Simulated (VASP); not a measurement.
Wanted: the native input for a VASP 6.6.1 run.

```
Task                   : electric field gradients
Functional             : r2SCAN
Potentials or basis    : VASP PAW PBE potentials, release 64 (Na_pv)
Cutoff                 : 520 eV
k mesh                 : 11 × 11 × 11
Occupations            : fermi-dirac, width 0.03 eV
Spin                   : no spin polarisation
Dipole correction      : no
Further INCAR settings : ALGO = Normal; EDIFF = 1e-08; NBANDS = 10
```

Na:

```
Na
1.0
    -2.11750    2.11750    2.11750
     2.11750   -2.11750    2.11750
     2.11750    2.11750   -2.11750
Na
1
Direct
  0.00000 0.00000 0.00000
```

The input as run:

POSCAR

```
Na
1.0
   -2.1175000000      2.1175000000      2.1175000000
    2.1175000000     -2.1175000000      2.1175000000
    2.1175000000      2.1175000000     -2.1175000000
Na
1
Direct
    0.0000000000      0.0000000000      0.0000000000
```

INCAR.step1

```
SYSTEM = Na
PREC = Accurate
ENCUT = 520
ISMEAR = -1
SIGMA = 0.03
LREAL = .False.
LASPH = .True.
NELM = 100
NBANDS = 10
GGA = PE
ALGO = Normal
EDIFF = 1E-4
LWAVE = .True.
LCHARG = .False.
```

INCAR.step2

```
SYSTEM = Na
PREC = Accurate
ENCUT = 520
EDIFF = 1E-8
ISMEAR = -1
SIGMA = 0.03
LREAL = .False.
LASPH = .True.
NELM = 100
ALGO = Normal
ISIF = 2
LWAVE = .False.
LCHARG = .False.
METAGGA = R2SCAN
LMIXTAU = .True.
LEFG = .True.
NBANDS = 10
ISTART = 1
```

KPOINTS

```
regular mesh
0
Gamma
  11 11 11
  0 0 0
```

Potentials or basis: VASP PAW PBE potentials, release 64 (Na_pv).

Launch:

```sh
$ cat potpaw_PBE.64/Na_pv/POTCAR > POTCAR
$ cp INCAR.step1 INCAR
$ mpirun -np 1 vasp_std > vasp.out
$ cp INCAR.step2 INCAR
$ mpirun -np 1 vasp_std > vasp.out
```

It gave:

- Pressure: 0.0 GPa

Caveat: without QUAD_EFG the Cq values of the log hold for a quadrupole moment of 1 mb, not for the nuclei; the PAW data sets were made with another functional, which shifts forces and pressure a little.

Wall time 68 s on 1 thread of Intel Xeon 6975P-C (shared host), peak memory 0.16 GiB.
